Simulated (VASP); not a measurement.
Runs of VASP 6.6.1 on Be2NbP3. The structure is that of space group P6/mmm (No. 191), or close to it. The cells are those of the table. The cell was generated, and may not be a known phase.

```tsv
task	cell	k mesh	cutoff (eV)	gap on the mesh (eV)	pressure (GPa)	relaxed volume (Å³/atom)
single point	a = 5.080, b = 5.080, c = 3.370 Å, angles 90.0, 90.0, 120.0°, 6 atoms	9 × 9 × 12	520	none	-0.2	-
single point	a = 5.063, b = 5.063, c = 3.370 Å, angles 90.0, 90.0, 120.0°, 6 atoms	6 × 6 × 6	520	none	0.1	-
single point	a = 5.473, b = 5.473, c = 3.304 Å, angles 90.0, 90.0, 120.0°, 6 atoms	6 × 6 × 6	520	none	(b)	-
relaxation of cell and atoms	relaxed from a = 5.063, b = 5.063, c = 3.370 Å, angles 90.0, 90.0, 120.0°, 6 atoms	9 × 9 × 12	600	none	0.0	12.54
relaxation of cell and atoms	relaxed from a = 5.473, b = 5.473, c = 3.304 Å, angles 90.0, 90.0, 120.0°, 6 atoms	6 × 6 × 6	600	none	-0.4	(a)
```

Alike in all rows: level PBE; potentials or basis VASP PAW PBE potentials, release 64 (Be, Nb_sv, P); no spin polarisation; smearing gaussian 0.1 eV.

Fill in the values left out.

(a) 12.53; (b) -9.3.

Caveats: the stress differs along the axes, from -11 to -5 GPa (at least some runs).

A k mesh can miss the band edges, and the runs leave out spin-orbit coupling on Nb.

A gap of «none» marks levels without a gap at the run's occupations.
